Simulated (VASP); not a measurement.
Set up this calculation in VASP 6.6.1, as the native input.

```yaml
Task: single point
Functional: PBE
Potentials_or_basis: VASP PAW PBE potentials, release 64 (Y_sv, Nb_sv, O)
Cutoff: 520 eV
k_mesh: 10 × 10 × 6
Occupations: gaussian, width 0.1 eV
Spin: no spin polarisation
Dipole_correction: no
Further_INCAR_settings: ALGO = Normal; EDIFF = 1e-06; NBANDS = 38
```

The structure of Y3NbO2 lies in POSCAR:

```
Y3NbO2
1.0
    3.7949938162      0.0000000000      0.0000000000
    0.0000000000      3.7949938162      0.0000000000
    0.0000000000      0.0000000000      8.1427854469
Y Nb O
3 1 2
Direct
    0.5000000000      0.5000000000      0.0000000000
    0.0000000000      0.5000000000      0.3480184669
    0.5000000000      0.0000000000      0.6519815331
    0.0000000000      0.0000000000      0.0000000000
    0.0000000000      0.5000000000      0.8112664361
    0.5000000000      0.0000000000      0.1887335639
```

The cell was built from a structure type or drawn by symmetry, and may not be a known phase.

The input as run:

INCAR

```
SYSTEM = Y3NbO2
ALGO = Normal ; EDIFF = 1E-6
ENCUT = 520 ; GGA = PE
ISIF = 2 ; ISMEAR = 0
LASPH = .True. ; LCHARG = .False.
LREAL = .False. ; LWAVE = .False.
NBANDS = 38 ; NELM = 80
PREC = Accurate ; SIGMA = 0.1
```

KPOINTS

```
k-points
0
Gamma
  10 10 6
  0 0 0
```

Potentials or basis: VASP PAW PBE potentials, release 64 (Y_sv, Nb_sv, O).

The run is started by

```bash
$ cat potpaw_PBE.64/Y_sv/POTCAR potpaw_PBE.64/Nb_sv/POTCAR potpaw_PBE.64/O/POTCAR > POTCAR
$ mpirun -np 1 vasp_std > vasp.out
```

It gave:

| Quantity | Value |
| --- | --- |
| Pressure | -0.1 GPa |
| Band gap on the k mesh | zero (bands 29 and 30 overlap by 1.09 eV) |

Wall time 3.4 min on 1 thread of AMD EPYC 9R45 96-Core Processor (Zen 5), with other jobs on the host, peak memory 0.45 GiB.
